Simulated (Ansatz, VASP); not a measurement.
Two plane-wave programs on BaTiO3

The input POSCAR:

```
BaTiO3
1.0
   -4.0100937400     -0.0100990800     -3.9999447200
   -0.0101190600     -3.9999646900      0.0000000000
   -3.9898556300      0.0100990800      3.9999447200
Ba Ti O
2 2 6
Direct
    0.0000000000      0.0000000000      0.0000000000
    0.5000000000      0.0000000000      0.5000000000
    0.5130000000      0.5130000000      0.0000000000
    0.0130000000      0.5130000000      0.5000000000
    0.7359500000      0.4908000000      0.7548500000
    0.2359500000      0.4908000000      0.2548500000
    0.7359500000      0.4908000000      0.2451500000
    0.2359500000      0.4908000000      0.7451500000
    0.9908000000      0.9811000000      0.5000000000
    0.4908000000      0.9811000000      0.0000000000
```

File INCAR.step1:

```
SYSTEM = BaTiO3
PREC = Accurate
ENCUT = 520
ISMEAR = -1
SIGMA = 0.1
LREAL = .False.
LASPH = .True.
NELM = 150
ISPIN = 2
MAGMOM = 0 0 0 0 0 0 0 0 0 0
LMAXMIX = 4
NBANDS = 55
GGA = PE
ALGO = Normal
EDIFF = 1E-4
LWAVE = .True.
LCHARG = .False.
```

INCAR.step2

```
SYSTEM = BaTiO3
PREC = Accurate
ENCUT = 520
EDIFF = 1E-6
ISMEAR = -1
SIGMA = 0.1
LREAL = .False.
LASPH = .True.
NELM = 150
ALGO = Normal
ISIF = 2
LWAVE = .False.
LCHARG = .False.
ISPIN = 2
MAGMOM = 0 0 0 0 0 0 0 0 0 0
LORBIT = 11
LMAXMIX = 4
METAGGA = R2SCAN
LMIXTAU = .True.
NBANDS = 55
ISTART = 1
```

The input KPOINTS:

```
regular mesh
0
Gamma
  3 5 3
  0 0 0
```

Input for Ansatz:

```yaml
crystal:
  lattice:
    - [4.01009374, 0.01009908, 3.99994472]
    - [0.01011906, 3.99996469, 0.0]
    - [3.98985563, -0.01009908, -3.99994472]
  atoms:
    - { symbol: Ba, position: [0.0, 0.0, 0.0] }
    - { symbol: Ba, position: [0.5, 0.0, 0.5] }
    - { symbol: Ti, position: [0.487, 0.487, 0.0] }
    - { symbol: Ti, position: [0.987, 0.487, 0.5] }
    - { symbol: O, position: [0.26405, 0.5092, 0.24515] }
    - { symbol: O, position: [0.76405, 0.5092, 0.74515] }
    - { symbol: O, position: [0.26405, 0.5092, 0.75485] }
    - { symbol: O, position: [0.76405, 0.5092, 0.25485] }
    - { symbol: O, position: [0.0092, 0.0189, 0.5] }
    - { symbol: O, position: [0.5092, 0.0189, 0.0] }
kpoints:
  mp_grid: { grid: [3, 5, 3], shift: [0, 0, 0] }
magnetization:
  spin_polarized: true
scf:
  occupations: { method: fermi_dirac }
  lower_state_search: "off"
  max_iter: 200
hamiltonian:
  pseudopotentials: { kind: paw }
  xc: r2scan
basis:
  ecutwfc: 500
  fft_grid_basis: typed
output:
  forces: true
  stress: true
  eigenvalues: true
  bader: true
  populations: true
  elf: true
  write_potential: true
  volumetric_format: npy
  dos:
    e_range: [-12, 8]
    de: 0.05
    projected: { site_lists: { Ba: [Ba], O: [O], Ti: [Ti] } }
checkpoint:
  read: saved_state
```

Alike in both runs: task single point; functional r2SCAN; k mesh 3 × 5 × 3; collinear spin.

|  | VASP | Ansatz |
| --- | --- | --- |
| version | VASP 6.6.1 | Ansatz 0.2.0 |
| potentials or method | VASP PAW PBE potentials, release 64 (Ba_sv, Ti_sv, O), cutoff 520 eV | PAW plane waves |
| occupations | fermi-dirac, width 0.1 eV | fermi-dirac |
| valence electrons in the cell | 80 | 80 |

|  | VASP | Ansatz | Ansatz less VASP |
| --- | --- | --- | --- |
| pressure (GPa) | 4.3 | 2.3 | -2.00 |
| rms of the force components (eV/Å) | 0.090 | 0.048 | -0.0422 |

VASP's potentials were made for PBE, not for r2SCAN. Ansatz's warnings: no starting moments, structure snapped to symmetry.

Neither program's run includes spin-orbit coupling.
